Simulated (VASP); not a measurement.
# CoO (P-6m2) in VASP: further runs

The runs below take CoO through single point, with PBE.

All numbers are computed with VASP 6.6.1; they aren't measurements. Logs are shortened: lines on timing, memory, paths and dates and some standing lists are left out, and cuts for length are marked.

## (1) The cell of the first run

Symmetry: P-6m2, No. 187, hexagonal system. The conventional cell has a = 2.856 Å, b = 2.856 Å, c = 2.788 Å, α = 90.00°, β = 90.00°, γ = 120.00°. Within 2.9 Å of Co (site symmetry -6m2) lie 6 O at 2.16 Å and 8 Co at 2.79 to 2.86 Å. O (site symmetry -6m2) has 6 Co at 2.16 Å and 8 O at 2.79 to 2.86 Å within 2.9 Å.

## (2) Single point, PBE, collinear spin, ferromagnetic start

File INCAR:

```
SYSTEM = CoO
PREC     = Accurate       ! precision mode
ENCUT    = 520            ! plane-wave cutoff, eV
EDIFF    = 1E-6           ! SCF threshold, eV
ISMEAR   = 0              ! smearing method
SIGMA    = 0.05           ! smearing width, eV
LREAL    = .False.        ! projectors in reciprocal space
LASPH    = .True.         ! aspherical terms in the spheres
NELM     = 150            ! most SCF steps
ALGO     = Normal         ! electronic algorithm
ISIF     = 2              ! what is computed and relaxed
LWAVE    = .False.        ! write WAVECAR
LCHARG   = .False.        ! write CHGCAR
ISPIN    = 2              ! spin polarisation
MAGMOM   = 2 0            ! initial moments
LORBIT   = 11             ! projections on sites
LMAXMIX  = 4              ! l up to which the mixer works
GGA      = PE             ! functional
NBANDS   = 18             ! bands
```

File KPOINTS:

```
regular mesh
0
Gamma
  8 8 7
  0 0 0
```

File POSCAR:

```
CoO
1.0
    2.8562992300      0.0000000000      0.0000000000
   -1.4281496100      2.4736276900      0.0000000000
    0.0000000000      0.0000000000      2.7876065300
Co O
1 1
Direct
    0.0000000000      0.0000000000      0.0000000000
    0.6666666667      0.3333333333      0.5000000000
```

Potentials or basis: VASP PAW PBE potentials, release 64 (Co, O).

The run is started by

```bash
$ cat potpaw_PBE.64/Co/POTCAR potpaw_PBE.64/O/POTCAR > POTCAR
$ mpirun -np 1 vasp_std > vasp.out
```

OUTCAR:

```text
SYSTEM = CoO
   PREC = Accurate
   ENCUT = 520
   EDIFF = 1E-6
   ISMEAR = 0
   LREAL = .False.
   LASPH = .True.
   NELM = 150
   ISIF = 2
   ISPIN = 2
   LORBIT = 11
   GGA = PE

 ion  position               nearest neighbor table
   1  0.000  0.000  0.000-   2 2.16   2 2.16   2 2.16   2 2.16   2 2.16   2 2.16
   2  0.667  0.333  0.500-   1 2.16   1 2.16   1 2.16   1 2.16   1 2.16   1 2.16

  LATTYP: Found a hexagonal cell.
 ALAT       =     2.8562992300
 C/A-ratio  =     0.9759504539

  Lattice vectors:

 A1 = (   2.8562992300,   0.0000000000,   0.0000000000)
 A2 = (  -1.4281496100,   2.4736276900,   0.0000000000)
 A3 = (   0.0000000000,   0.0000000000,   2.7876065300)

Analysis of symmetry for initial positions (statically):
=====================================================================
 Subroutine PRICEL returns:
 Original cell was already a primitive cell.

 Routine SETGRP: Setting up the symmetry group for a
 hexagonal supercell.

 Subroutine GETGRP returns: Found 12 space group operations
 (whereof 12 operations were pure point group operations)
 out of a pool of 24 trial point group operations.

The static configuration has the point symmetry D_3h.

Analysis of symmetry for dynamics (positions and initial velocities):
=====================================================================
 Subroutine PRICEL returns:
 Original cell was already a primitive cell.

 Routine SETGRP: Setting up the symmetry group for a
 hexagonal supercell.

 Subroutine GETGRP returns: Found 12 space group operations
 (whereof 12 operations were pure point group operations)
 out of a pool of 24 trial point group operations.

The dynamic configuration has the point symmetry D_3h.

Analysis of structural, dynamic, and magnetic symmetry:
=====================================================================
 Subroutine PRICEL returns:
 Original cell was already a primitive cell.

 Routine SETGRP: Setting up the symmetry group for a
 hexagonal supercell.

 Subroutine GETGRP returns: Found 12 space group operations
 (whereof 12 operations were pure point group operations)
 out of a pool of 24 trial point group operations.

The overall configuration has the point symmetry D_3h.

 Subroutine INISYM returns: Found 12 space group operations
 (whereof 12 operations are pure point group operations),
 and found     1 'primitive' translations

----------------------------------------------------------------------------------------

                                     Primitive cell

  volume of cell :      19.6956

  direct lattice vectors                    reciprocal lattice vectors
     2.856299230  0.000000000  0.000000000     0.350103375  0.202132277  0.000000000
    -1.428149610  2.473627690  0.000000000     0.000000000  0.404264556  0.000000000
     0.000000000  0.000000000  2.787606530     0.000000000  0.000000000  0.358730685

  length of vectors
     2.856299230  2.856299224  2.787606530     0.404264555  0.404264556  0.358730685

  position of ions in fractional coordinates (direct lattice)
     0.000000000  0.000000000  0.000000000
     0.666666667  0.333333333  0.500000000

  ion indices of the primitive-cell ions
   primitive index   ion index
                 1           1
                 2           2

----------------------------------------------------------------------------------------

 KPOINTS: regular mesh

Automatic generation of k-mesh.
 Grid dimensions read from file:
 generate k-points for:    8    8    7

 Generating k-lattice:

  Cartesian coordinates                     Fractional coordinates (reciprocal lattice)
     0.043762922  0.025266535  0.000000000     0.125000000  0.000000000  0.000000000
     0.000000000  0.050533070  0.000000000     0.000000000  0.125000000  0.000000000
     0.000000000  0.000000000  0.051247241     0.000000000  0.000000000  0.142857143

  Length of vectors
     0.050533069  0.050533070  0.051247241

  Shift w.r.t. Gamma in fractional coordinates (k-lattice)
     0.000000000  0.000000000  0.000000000

 Subroutine IBZKPT returns following result:
 ===========================================

 Found     40 irreducible k-points:

 Following reciprocal coordinates:
            Coordinates               Weight
  0.000000  0.000000  0.000000      1.000000
  0.125000  0.000000  0.000000      6.000000
  0.250000  0.000000  0.000000      6.000000
  0.375000  0.000000  0.000000      6.000000
  0.500000  0.000000  0.000000      3.000000
  0.125000  0.125000  0.000000      6.000000
[... 16 lines left out ...]
  0.250000  0.000000  0.285714     12.000000
  0.375000  0.000000  0.285714     12.000000
 [... further k-points ...]
   k-points           NKPTS =     40   k-points in BZ     NKDIM =     40   number of bands    NBANDS=     18
   number of dos      NEDOS =    301   number of ions     NIONS =      2
   total plane-waves  NPLWV =  13824
   dimension x,y,z NGX =    24 NGY =   24 NGZ =   24
   dimension x,y,z NGXF=    48 NGYF=   48 NGZF=   48
   ions per type =               1   1
   NGX,Y,Z   is equivalent  to a cutoff of  13.97, 13.97, 14.31 a.u.
   NGXF,Y,Z  is equivalent  to a cutoff of  27.94, 27.94, 28.63 a.u.
 SYSTEM =  CoO
   PREC   = accura    normal or accurate (medium, high low for compatibility)
   ISTART =      0    job   : 0-new  1-cont  2-samecut
   ICHARG =      2    charge: 1-file 2-atom 10-const
   ISPIN  =      2    spin polarized calculation?
   LNONCOLLINEAR =      F non collinear calculations
   LSORBIT =      F    spin-orbit coupling
   LASPH  =      T    aspherical Exc in radial PAW
   ENCUT  =  520.0 eV  38.22 Ry    6.18 a.u.   5.31  5.31  5.18*2*pi/ulx,y,z
   NELM   =    150;   NELMIN=  2; NELMDL= -5     # of ELM steps
   EDIFF  = 0.1E-05   stopping-criterion for ELM
   LREAL  =      F    real-space projection
   EDIFFG = 0.1E-04   stopping-criterion for IOM
   NSW    =      0    number of steps for IOM
   IBRION =     -1    ionic relax: 0-MD 1-quasi-New 2-CG
   NFREE  =      0    steps in history (QN), initial steepest desc. (CG)
   ISIF   =      2    stress and relaxation
   ISYM   =      2    0-nonsym 1-usesym 2-fastsym
   POTIM  = 0.5000    time-step for ionic-motion
   TEBEG  =    0.0;   TEEND  =   0.0 temperature during run
   PSTRESS=    0.0 pullay stress
   NELECT =      15.0000    total number of electrons
   NUPDOWN=      -1.0000    fix difference up-down
   EMIN   =  10.00;   EMAX   =-10.00  energy-range for DOS
   EFERMI =   0.00;   METHOD = LEGACY
   ISMEAR =     0;   SIGMA  =   0.05  broadening in eV -4-tet -1-fermi 0-gaus
   EFERMI_NEDOS =   21; number of points for ismear=-14 and -15
   IALGO  =     38    algorithm
   IMIX   =      4    mixing-type and parameters
     AMIX     =   0.40;   BMIX     =  1.00
     AMIX_MAG =   1.60;   BMIX_MAG =  1.00
  volume/ion in A,a.u.               =       9.85        66.46
  Fermi-wavevector in a.u.,A,eV,Ry     =   1.495026  2.825189 30.410419  2.235103
  Thomas-Fermi vector in A             =   2.607224
   LORBIT       =     11    0 simple, 1 ext, 2 COOP (PROOUT), +10 PAW based schemes
   GGA     = PE    functional components
   LHFCALC =     F    Hartree Fock is set to
   AEXX    =    0.0000 exact exchange contribution
   IVDW    =     0    specifies the selected vdW correction
   LEPSILON=     F    determine dielectric tensor
   LRPA    =     F    only Hartree local field effects (RPA)
 spin polarized calculation
 Gauss-broadening in eV      SIGMA  =   0.05
  energy-cutoff  :      520.00
  volume of cell :       19.70
 maximum number of plane-waves:       543
 NGX is ok and might be reduce to    24
   NGX = 11   NGY = 11   NGZ = 11

 number of electron      15.0000005 magnetization       2.9996968

 Free energy of the ion-electron system (eV)
  ---------------------------------------------------
  ext. energy  EPLUGINS =         0.00000000
  ---------------------------------------------------
  free energy    TOTEN  =       -12.89992800 eV

  energy without entropy =      -12.89439451  energy(sigma->0) =      -12.89716126

 E-fermi :   7.5817     XC(G=0): -12.3283

 val. band max:        7.5712922689   @ k =   0.2500   0.0000   0.0000
 cond. band min:       7.5827029318   @ k =   0.3750   0.2500   0.1429
 fundamental gap:      0.0114106629
 Fermi energy:         7.5817377784

 spin component 1

 k-point     1 :       0.0000    0.0000    0.0000
  band No.  band energies     occupation
      1     -12.5141      1.00000
      2       2.8919      1.00000
      3       2.8919      1.00000
      4       3.3935      1.00000
      5       4.0356      1.00000
      6       4.6493      1.00000
[... 10 lines left out ...]
     17      33.3049      0.00000
     18      37.6787      0.00000
[... 463 lines left out ...]
 k-point    24 :       0.3750    0.0000    0.2857
  band No.  band energies     occupation
      1     -11.2539      1.00000
      2       0.6883      1.00000
      3       1.6707      1.00000
      4       2.5656      1.00000
      5       4.1711      1.00000
      6       5.0407      1.00000
[... 10 lines left out ...]
     17      36.6601      0.00000
     18      40.0480      0.00000

 [... further k-points ...]

 spin component 2

 k-point     1 :       0.0000    0.0000    0.0000
  band No.  band energies     occupation
      1     -11.8693      1.00000
      2       4.2240      1.00000
      3       4.2240      1.00000
      4       4.7000      1.00000
      5       5.0555      1.00000
      6       7.8820      0.00000
[... 10 lines left out ...]
     17      33.9124      0.00000
     18      37.9684      0.00000
[... 463 lines left out ...]
 k-point    24 :       0.3750    0.0000    0.2857
  band No.  band energies     occupation
      1     -10.5294      1.00000
      2       1.5327      1.00000
      3       2.3960      1.00000
      4       4.0132      1.00000
      5       6.1467      1.00000
      6       7.4722      0.99902
[... 10 lines left out ...]
     17      36.9716      0.00000
     18      40.5577      0.00000

 [... further k-points ...]

------------------------ aborting loop because EDIFF is reached ----------------------------------------

  FORCE on cell =-STRESS in cart. coord.  units (eV):
  Direction    XX          YY          ZZ          XY          YZ          ZX
  --------------------------------------------------------------------------------------
  -------------------------------------------------------------------------------------
  Total       -0.8208678     -0.8208678     -1.4931578     -0.0000000      0.0000000     -0.0000000
  in kB      -66.7750603    -66.7750601   -121.4637779     -0.0000001      0.0000000     -0.0000000
  external PRESSURE =     -85.0046328 kB  Pullay stress =       0.0000000 kB

 VOLUME and BASIS-vectors are now :
 -----------------------------------------------------------------------------
  energy-cutoff  :      520.00
  volume of cell :       19.70
      direct lattice vectors                 reciprocal lattice vectors
     2.856299230  0.000000000  0.000000000     0.350103375  0.202132277  0.000000000
    -1.428149610  2.473627690  0.000000000     0.000000000  0.404264556  0.000000000
     0.000000000  0.000000000  2.787606530     0.000000000  0.000000000  0.358730685

 POSITION                                       TOTAL-FORCE (eV/Angst)
 -----------------------------------------------------------------------------------
      0.00000      0.00000      0.00000         0.000000      0.000000      0.000000
      1.42815      0.82454      1.39380        -0.000000      0.000000      0.000000
 -----------------------------------------------------------------------------------
    total drift:                               -0.000000      0.000000      0.000000

  FREE ENERGIE OF THE ION-ELECTRON SYSTEM (eV)
  ---------------------------------------------------
  free  energy   TOTEN  =       -12.8999280041 eV

  energy  without entropy=      -12.8943945063  energy(sigma->0) =      -12.89716126

 total charge

# of ion       s       p       d       tot
------------------------------------------
    1        0.297   0.360   7.115   7.772
    2        1.564   3.379   0.000   4.943
--------------------------------------------------
tot          1.861   3.739   7.115  12.715

 magnetization (x)

# of ion       s       p       d       tot
------------------------------------------
    1        0.006   0.007   2.542   2.555
    2        0.024   0.375   0.000   0.400
--------------------------------------------------
tot          0.030   0.382   2.542   2.954
```

Run time: 57 s. Hardware: 1 thread of Intel Xeon 8259CL, shared host; peak memory 0.16 GiB.

What came out:

```
Free energy                                           : -12.8999 eV
Pressure                                              : -8.5 GPa
Band gap on the k mesh                                : zero (filled and empty bands overlap)
Net moment                                            : 3.00 μB per cell
Site moments                                          : Co +2.56; O +0.40 μB
Valence electrons inside the program's atomic spheres : Co 7.77; O 4.94
```

Caveat: a cell with one magnetic atom can't hold antiferromagnetic order, which such compounds often take; semilocal functionals often make such compounds metallic where correlation or magnetic order opens a gap, which also shifts bond lengths.

## (3) Single point, PBE, collinear spin, ferromagnetic start

This run uses another cell than the first one, of 9.26 Å³/atom, 0.940 times its volume.

File INCAR:

```
SYSTEM = CoO
ALGO     = Normal         ! electronic algorithm
EDIFF    = 1E-6           ! SCF threshold, eV
ENCUT    = 600            ! plane-wave cutoff, eV
GGA      = PE             ! functional
GGA_COMPAT= .FALSE.      
ISIF     = 2              ! what is computed and relaxed
ISMEAR   = -1             ! smearing method
ISPIN    = 2              ! spin polarisation
LASPH    = .TRUE.         ! aspherical terms in the spheres
LCHARG   = .TRUE.         ! write CHGCAR
LELF     = .TRUE.         ! ELF
LMAXMIX  = 4              ! l up to which the mixer works
LORBIT   = 11             ! projections on sites
LREAL    = .FALSE.        ! projectors in reciprocal space
LVHAR    = .TRUE.       
LWAVE    = .FALSE.        ! write WAVECAR
MAGMOM   = 2 0            ! initial moments
NBANDS   = 22             ! bands
NELM     = 200            ! most SCF steps
PREC     = Accurate       ! precision mode
SIGMA    = 0.05           ! smearing width, eV
```

File KPOINTS:

```
k-points
0
G
  11 11 10
  0 0 0
```

File POSCAR:

```
CoO
1.0
    2.7979910480      0.0000000000      0.0000000000
   -1.3989955191      2.4231313233      0.0000000000
    0.0000000000      0.0000000000      2.7307006334
Co O
1 1
Direct
    0.0000000000      0.0000000000      0.0000000000
    0.6666666667      0.3333333333      0.5000000000
```

Potentials or basis: VASP PAW PBE potentials, release 64 (Co_sv, O).

The run is started by

```bash
$ cat potpaw_PBE.64/Co_sv/POTCAR potpaw_PBE.64/O/POTCAR > POTCAR
$ mpirun -np 1 vasp_std > vasp.out
```

It took 40 s on 1 thread of Intel Xeon 6975P-C (Granite Rapids), shared host; peak memory 0.19 GiB.

The run converged. Its results:

| Quantity | Value |
| --- | --- |
| Free energy | -13.0143 eV |
| Pressure | 0.6 GPa |
| Band gap on the k mesh | zero (filled and empty bands overlap) |
| Net moment | 3.00 μB per cell |
| Site moments | Co +2.53; O +0.40 μB |
| Valence electrons inside the program's atomic spheres | Co 14.88; O 4.98 |

Stress tensor (GPa, compression positive):
```
 1.17  0.00  0.00
 0.00  1.17  0.00
 0.00  0.00 -0.42
```

Levels at points of the mesh, in eV from the Fermi level:
Spin up:
```tsv
k point	band 10	band 11	band 12	band 13	band 14	band 15	band 16	band 17
(0.00, 0.00, 0.00)	-2.95	-2.95	-1.04	-1.04	0.74	14.56	16.43	16.43
(0.00, 0.00, 0.50)	-3.35	-2.28	-1.27	-1.27	6.82	7.05	21.73	21.73
```
Spin down:
| k point | band 7 | band 8 | band 9 | band 10 | band 11 | band 12 | band 13 | band 14 |
| --- | --- | --- | --- | --- | --- | --- | --- | --- |
| (0.00, 0.00, 0.00) | -3.73 | -3.22 | -2.78 | 0.27 | 0.27 | 0.80 | 0.80 | 1.36 |
| (0.00, 0.00, 0.50) | -3.07 | -3.07 | -1.04 | -1.04 | -0.19 | 0.96 | 0.96 | 7.50 |

Caveat: a cell with one magnetic atom can't hold antiferromagnetic order, which such compounds often take; semilocal functionals often make such compounds metallic where correlation or magnetic order opens a gap, which also shifts bond lengths. With open d or f shells a metallic result of PBE can be an artefact of self-interaction; +U or a hybrid may open a gap.
